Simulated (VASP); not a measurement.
Write the native input for VASP 6.6.1 that does the following.

- Task: single point
- Functional: PBE
- Potentials or basis: VASP PAW PBE potentials, release 64 (Ti_sv, C)
- Cutoff: 520 eV
- k mesh: 14 × 14 × 14
- Occupations: fermi-dirac, width 0.08 eV
- Spin: no spin polarisation
- Dipole correction: no
- Further INCAR settings: ALGO = Normal; EDIFF = 1e-06; NBANDS = 15

The structure of TiC (CsCl type) lies in POSCAR:

```
TiC
1.0
    2.5169104687      0.0000000000      0.0000000000
    0.0000000000      2.5169104687      0.0000000000
    0.0000000000      0.0000000000      2.5169104687
Ti C
1 1
Direct
    0.0000000000      0.0000000000      0.0000000000
    0.5000000000      0.5000000000      0.5000000000
```

This cell differs from its parent crystal: volume scaled by 0.8.

These files were run (other wordings do the same):

INCAR

```
PREC = Accurate
ENCUT = 520
EDIFF = 1E-6
ISMEAR = -1
SIGMA = 0.08
LREAL = False
LASPH = True
NELM = 80
ALGO = Normal
ISIF = 2
LWAVE = False
LCHARG = True
GGA = PE
LELF = True
LVHAR = True
NBANDS = 15
```

KPOINTS

```
Automatic mesh
0
Gamma
  14 14 14
```

Potentials or basis: VASP PAW PBE potentials, release 64 (Ti_sv, C).

Launch:

```bash
$ cat potpaw_PBE.64/Ti_sv/POTCAR potpaw_PBE.64/C/POTCAR > POTCAR
$ mpirun -np 1 vasp_std > vasp.out
```

It gave:

* Pressure: 76.1 GPa
* Band gap on the k mesh: zero (band 8 reaches 14.91 eV, above the bottom of band 9 at 11.96 eV)

Wall time 39 s on 1 thread of Intel Xeon 8259CL, on a shared host, peak memory 0.15 GiB.
